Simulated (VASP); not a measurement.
## Ba3B2: single point with PBE

Ba3B2:

```xyz
5
Lattice="-2.8099 2.8857 3.8398 2.8099 -2.8857 3.8398 2.8099 2.8857 -3.8398" Properties=species:S:1:pos:R:3 pbc="T T T"
Ba    2.8099    0.0000    1.7694
Ba    0.0000    2.8857    2.0704
Ba    0.0000    0.0000    3.8398
B     0.9215    0.0000    0.0000
B     4.6983    0.0000    0.0000
```

The cell was generated, and may not be a known phase.

| Property | Result |
| --- | --- |
| Program | VASP 6.6.1 |
| Task | single point |
| Functional | PBE |
| Potentials or basis | VASP PAW PBE potentials, release 64 (Ba_sv, B) |
| Cutoff | 520 eV |
| k mesh | 4 × 4 × 4 |
| Occupations | gaussian, width 0.1 eV |
| Spin | no spin polarisation |
| Dipole correction | no |
| Further INCAR settings | ALGO = Normal; EDIFF = 1e-06; NBANDS = 26 |

```
Pressure               : 8.2 GPa
Largest force          : 4.084 eV/Å
Band gap on the k mesh : zero (bands 18 and 19 overlap by 1.12 eV)
```

Forces in eV/Å, atoms in the order of the input:
```
Ba   0.000  0.000  2.806
Ba   0.000  0.000 -2.806
Ba   0.000  0.000  0.000
B   -4.084  0.000  0.000
B    4.084  0.000  0.000
```

Stress tensor (GPa, compression positive):
```
10.01  0.00  0.00
 0.00  4.09  0.00
 0.00  0.00 10.55
```

Levels at points of the mesh, in eV from the Fermi level:
| k point | band 14 | band 15 | band 16 | band 17 | band 18 | band 19 | band 20 | band 21 | band 22 | band 23 |
| --- | --- | --- | --- | --- | --- | --- | --- | --- | --- | --- |
| (0.00, 0.00, 0.00) | -3.74 | -2.12 | -1.97 | -1.90 | -1.74 | -0.34 | 1.52 | 1.82 | 2.14 | 2.46 |
| (0.50, 0.00, 0.00) | -3.81 | -2.34 | -2.07 | -0.53 | 0.21 | 0.40 | 0.44 | 0.75 | 1.47 | 2.26 |
| (0.00, 0.50, 0.00) | -3.38 | -2.40 | -1.64 | -1.14 | 0.49 | 0.83 | 0.87 | 0.93 | 1.18 | 1.80 |
| (0.50, 0.50, 0.00) | -3.35 | -1.78 | -1.54 | -1.11 | -0.88 | -0.63 | 0.26 | 0.35 | 1.10 | 2.13 |
| (0.50, 0.50, 0.50) | -3.16 | -2.06 | -1.74 | -0.72 | 0.00 | 0.16 | 0.17 | 0.49 | 1.16 | 1.25 |

Run time: 42 s on 1 thread of AMD EPYC 9R45 96-Core Processor (Zen 5) (shared host), peak memory 0.24 GiB.

Caveat: the stress differs along the axes, from 4 to 11 GPa; spin-orbit coupling is left out, which moves the levels of the heavy elements; forces of over 1 eV/Å act on the atoms, so gaps and moduli don't describe the material at rest.
